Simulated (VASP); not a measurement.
# Sc (P6_3/mmc) in VASP: notebook, part 2 of 2

VASP 6.6.1. Earlier steps stand in the parts before.

## 5. Single point, PBEsol

This run uses another cell than the first one, of 22.26 Å³/atom.

File INCAR:

```
PREC = Accurate
ENCUT = 520
EDIFF = 1E-7
ISMEAR = -1
SIGMA = 0.1
LREAL = False
LASPH = True
NELM = 100
ALGO = Normal
ISIF = 2
LWAVE = False
LCHARG = False
GGA = PS
NBANDS = 18
```

File KPOINTS:

```
regular mesh
0
Gamma
  16 16 10
```

File POSCAR:

```
Sc
1.0
    3.2091579460      0.0000000000      0.0000000000
   -1.6045789730      2.7792123060      0.0000000000
    0.0000000000      0.0000000000      4.9906728920
Sc
2
Direct
    0.3333333333      0.6666666667      0.2500000000
    0.6666666667      0.3333333333      0.7500000000
```

Potentials or basis: VASP PAW PBE potentials, release 64 (Sc_sv).

Run with:

```console
> cat potpaw_PBE.64/Sc_sv/POTCAR > POTCAR
> mpirun -np 1 vasp_std > vasp.out
```

OUTCAR:

```text
PREC = Accurate
   ENCUT = 520
   EDIFF = 1E-7
   ISMEAR = -1
   LREAL = False
   LASPH = True
   NELM = 100
   ISIF = 2
   GGA = PS

 ion  position               nearest neighbor table
   1  0.333  0.667  0.250-   2 3.11   2 3.11   2 3.11   2 3.11   2 3.11   2 3.11
   2  0.667  0.333  0.750-   1 3.11   1 3.11   1 3.11   1 3.11   1 3.11   1 3.11

  LATTYP: Found a hexagonal cell.
 ALAT       =     3.2091579460
 C/A-ratio  =     1.5551347039

  Lattice vectors:

[... 691 lines left out ...]
 [... further k-points ...]

------------------------ aborting loop because EDIFF is reached ----------------------------------------

  FORCE on cell =-STRESS in cart. coord.  units (eV):
  Direction    XX          YY          ZZ          XY          YZ          ZX
  --------------------------------------------------------------------------------------
  -------------------------------------------------------------------------------------
  Total        1.1195268      1.1195268      1.1115518      0.0000000      0.0000000     -0.0000000
  in kB       40.2970401     40.2970401     40.0099834      0.0000000      0.0000000     -0.0000000
  external PRESSURE =      40.2013546 kB  Pullay stress =       0.0000000 kB

 VOLUME and BASIS-vectors are now :
 -----------------------------------------------------------------------------
  energy-cutoff  :      520.00
  volume of cell :       44.51
      direct lattice vectors                 reciprocal lattice vectors
     3.209157946  0.000000000  0.000000000     0.311608221  0.179907091  0.000000000
    -1.604578973  2.779212306  0.000000000     0.000000000  0.359814181  0.000000000
     0.000000000  0.000000000  4.990672892     0.000000000  0.000000000  0.200373782

 POSITION                                       TOTAL-FORCE (eV/Angst)
 -----------------------------------------------------------------------------------
     -0.00000      1.85281      1.24767         0.000000      0.000000      0.000000
      1.60458      0.92640      3.74300        -0.000000     -0.000000      0.000000
 -----------------------------------------------------------------------------------
    total drift:                               -0.000000      0.000000     -0.000000

  FREE ENERGIE OF THE ION-ELECTRON SYSTEM (eV)
  ---------------------------------------------------
  free  energy   TOTEN  =       -13.2372838322 eV

  energy  without entropy=      -13.1233914440  energy(sigma->0) =      -13.18033764
```

It took 67 s on 1 thread of AMD EPYC 9R45 (Zen 5), shared host; peak memory 0.22 GiB.

What came out:

- Free energy: -13.2373 eV
- Pressure: 4.0 GPa
- Band gap on the k mesh: zero (bands 11 and 12 overlap by 1.65 eV)

Levels at points of the mesh, in eV from the Fermi level:
```tsv
k point	band 8	band 9	band 10	band 11	band 12	band 13	band 14	band 15
(0.00, 0.00, 0.00)	-27.34	-5.31	-1.78	0.90	1.71	1.71	2.02	2.24
(0.50, 0.00, 0.00)	-27.43	-1.66	-1.19	-0.82	-0.27	1.42	1.45	2.08
(0.00, 0.00, 0.50)	-27.42	-3.64	-3.64	1.05	1.05	1.61	1.61	1.61
(0.50, 0.00, 0.50)	-27.49	-1.63	-1.63	0.09	0.09	1.50	1.50	2.61
```

Caveat: the cell stands under pressure; the PAW data sets were made with another functional, which shifts forces and pressure a little.

## 6. Single point, PBEsol

This run uses another cell than the first one, of 22.94 Å³/atom.

File INCAR:

```
SYSTEM = Sc
PREC     = Accurate       ! precision mode
ENCUT    = 520            ! plane-wave cutoff, eV
EDIFF    = 1E-6           ! SCF threshold, eV
ISMEAR   = -1             ! smearing method
SIGMA    = 0.1            ! smearing width, eV
LREAL    = .False.        ! projectors in reciprocal space
LASPH    = .True.         ! aspherical terms in the spheres
NELM     = 100            ! most SCF steps
ALGO     = Normal         ! electronic algorithm
ISIF     = 2              ! what is computed and relaxed
LWAVE    = .False.        ! write WAVECAR
LCHARG   = .False.        ! write CHGCAR
GGA      = PS             ! functional
NBANDS   = 18             ! bands
```

File KPOINTS:

```
Automatic mesh
0
Gamma
  16 16 10
  0 0 0
```

File POSCAR:

```
Sc
1.0
    3.2404934966      0.0000000000      0.0000000000
   -1.6202467483      2.8063496889      0.0000000000
    0.0000000000      0.0000000000      5.0444888375
Sc
2
Direct
    0.3333333333      0.6666666667      0.2500000000
    0.6666666667      0.3333333333      0.7500000000
```

Potentials or basis: VASP PAW PBE potentials, release 64 (Sc_sv).

Run with:

```console
> cat potpaw_PBE.64/Sc_sv/POTCAR > POTCAR
> mpirun -np 1 vasp_std > vasp.out
```

OUTCAR:

```text
SYSTEM = Sc
   PREC = Accurate
   ENCUT = 520
   EDIFF = 1E-6
   ISMEAR = -1
   LREAL = .False.
   LASPH = .True.
   NELM = 100
   ISIF = 2
   GGA = PS

 ion  position               nearest neighbor table
   1  0.333  0.667  0.250-   2 3.14   2 3.14   2 3.14   2 3.14   2 3.14   2 3.14
   2  0.667  0.333  0.750-   1 3.14   1 3.14   1 3.14   1 3.14   1 3.14   1 3.14

  LATTYP: Found a hexagonal cell.
 ALAT       =     3.2404934966
 C/A-ratio  =     1.5567038918

  Lattice vectors:

 A1 = (   3.2404934966,   0.0000000000,   0.0000000000)
 A2 = (  -1.6202467483,   2.8063496889,   0.0000000000)
 A3 = (   0.0000000000,   0.0000000000,   5.0444888375)

Analysis of symmetry for initial positions (statically):
=====================================================================
 Subroutine PRICEL returns:
 Original cell was already a primitive cell.

 Routine SETGRP: Setting up the symmetry group for a
 hexagonal supercell.

 Subroutine GETGRP returns: Found 24 space group operations
 (whereof 12 operations were pure point group operations)
 out of a pool of 24 trial point group operations.

The static configuration has the point symmetry D_3d.
[... 161 lines left out ...]

 E-fermi :   3.9992     XC(G=0): -10.2876

 val. band max:        3.9951663272   @ k =   0.3125   0.0625   0.0000
 cond. band min:       4.0017490483   @ k =   0.3125   0.0625   0.4000
 fundamental gap:      0.0065827212
 Fermi energy:         3.9991969942

 k-point     1 :       0.0000    0.0000    0.0000
  band No.  band energies     occupation
      1     -45.0151      2.00000
      2     -44.9163      2.00000
      3     -24.0103      2.00000
      4     -23.5608      2.00000
      5     -23.5608      2.00000
      6     -23.4759      2.00000
[... 481 lines left out ...]
      5     -23.7731      2.00000
      6     -23.6573      2.00000
[... 10 lines left out ...]
     17       7.7864      0.00000
     18       8.2435      0.00000

 [... further k-points ...]

------------------------ aborting loop because EDIFF is reached ----------------------------------------

  FORCE on cell =-STRESS in cart. coord.  units (eV):
  Direction    XX          YY          ZZ          XY          YZ          ZX
  --------------------------------------------------------------------------------------
  -------------------------------------------------------------------------------------
  Total        0.5770680      0.5770680      0.5730013      0.0000000     -0.0000000     -0.0000000
  in kB       20.1542876     20.1542876     20.0122582      0.0000000     -0.0000000     -0.0000000
  external PRESSURE =      20.1069445 kB  Pullay stress =       0.0000000 kB

 VOLUME and BASIS-vectors are now :
 -----------------------------------------------------------------------------
  energy-cutoff  :      520.00
  volume of cell :       45.87
      direct lattice vectors                 reciprocal lattice vectors
     3.240493497  0.000000000  0.000000000     0.308594972  0.178167390  0.000000000
    -1.620246748  2.806349689  0.000000000     0.000000000  0.356334780  0.000000000
     0.000000000  0.000000000  5.044488838     0.000000000  0.000000000  0.198236141

 POSITION                                       TOTAL-FORCE (eV/Angst)
 -----------------------------------------------------------------------------------
     -0.00000      1.87090      1.26112        -0.000000     -0.000000      0.000000
      1.62025      0.93545      3.78337         0.000000      0.000000      0.000000
 -----------------------------------------------------------------------------------
    total drift:                                0.000000     -0.000000      0.000000

  FREE ENERGIE OF THE ION-ELECTRON SYSTEM (eV)
  ---------------------------------------------------
  free  energy   TOTEN  =       -13.2635038740 eV

  energy  without entropy=      -13.1465902296  energy(sigma->0) =      -13.20504705
```

OSZICAR:

```text
N       E                     dE             d eps       ncg     rms          rms(c)
DAV:   1     0.354342409796E+03    0.35434E+03   -0.11001E+04  6512   0.132E+03
DAV:   2     0.516481389432E+01   -0.34918E+03   -0.34199E+03  7920   0.540E+02
DAV:   3    -0.143010382114E+02   -0.19466E+02   -0.18655E+02 10666   0.155E+02
DAV:   4    -0.146885308764E+02   -0.38749E+00   -0.38544E+00  9786   0.195E+01
DAV:   5    -0.146931838098E+02   -0.46529E-02   -0.46505E-02 11088   0.232E+00    0.849E+00
DAV:   6    -0.134463115679E+02    0.12469E+01   -0.27403E+00  8516   0.187E+01    0.257E+00
DAV:   7    -0.132759529285E+02    0.17036E+00   -0.71851E-01  8726   0.872E+00    0.808E-01
DAV:   8    -0.132646649413E+02    0.11288E-01   -0.26244E-02  7834   0.205E+00    0.234E-01
DAV:   9    -0.132634905084E+02    0.11744E-02   -0.59582E-03  9142   0.821E-01    0.164E-02
DAV:  10    -0.132635054513E+02   -0.14943E-04   -0.86662E-05  9648   0.126E-01    0.651E-03
DAV:  11    -0.132635027268E+02    0.27245E-05   -0.20310E-06  7392   0.167E-02    0.166E-03
DAV:  12    -0.132635039693E+02   -0.12426E-05   -0.28099E-07  4500   0.934E-03    0.831E-04
DAV:  13    -0.132635038740E+02    0.95347E-07   -0.87408E-08  4250   0.542E-03
   1 F= -.13263504E+02 E0= -.13205047E+02  d E =-.116914E+00
```

stdout:

```text
POSCAR found type information on POSCAR Sc
 POSCAR found :  1 types and       2 ions
 scaLAPACK will be used
 -----------------------------------------------------------------------------
|                                                                             |
|                                                                             |
|     You enforced a specific xc type in the INCAR file but a different       |
|     I HOPE YOU KNOW WHAT YOU ARE DOING!                                     |
|                                                                             |
 -----------------------------------------------------------------------------

 LDA part: xc-table for (Slater+PW92), standard interpolation
 POSCAR, INCAR and KPOINTS ok, starting setup
 FFT: planning ... GRIDC
 FFT: planning ... GRID_SOFT
 FFT: planning ... GRID
 WAVECAR not read
 entering main loop
```

Wall time 63 s (1 thread of AMD EPYC 9R45 (Zen 5), shared host); peak memory 0.22 GiB.

What came out:

```
Free energy            : -13.2635 eV
Pressure               : 2.0 GPa
Band gap on the k mesh : zero (bands 11 and 12 overlap by 1.63 eV)
```

Caveat: the PAW data sets were made with another functional, which shifts forces and pressure a little.

## 7. Overview

| cell | gap on the mesh (eV) | pressure (GPa) |
| --- | --- | --- |
| a = 3.077, b = 3.077, c = 4.763 Å, angles 90.0, 90.0, 120.0°, 2 atoms | none | 15.0 |
| a = 3.131, b = 3.131, c = 4.852 Å, angles 90.0, 90.0, 120.0°, 2 atoms | none | 10.0 |
| a = 3.168, b = 3.168, c = 4.917 Å, angles 90.0, 90.0, 120.0°, 2 atoms | none | 7.0 |
| a = 3.209, b = 3.209, c = 4.991 Å, angles 90.0, 90.0, 120.0°, 2 atoms | none | 4.0 |
| a = 3.240, b = 3.240, c = 5.044 Å, angles 90.0, 90.0, 120.0°, 2 atoms | none | 2.0 |

Alike in all rows: task single point; level PBEsol; potentials or basis VASP PAW PBE potentials, release 64 (Sc_sv); no spin polarisation; k mesh 16 × 16 × 10; cutoff (eV) 520; smearing fermi-dirac 0.1 eV.

Caveats: the PAW data sets were made with another functional, which shifts forces and pressure a little; the cell stands under pressure (at least some runs).

Total energies depend on the potentials used, so only differences within one code and one set of settings carry meaning.
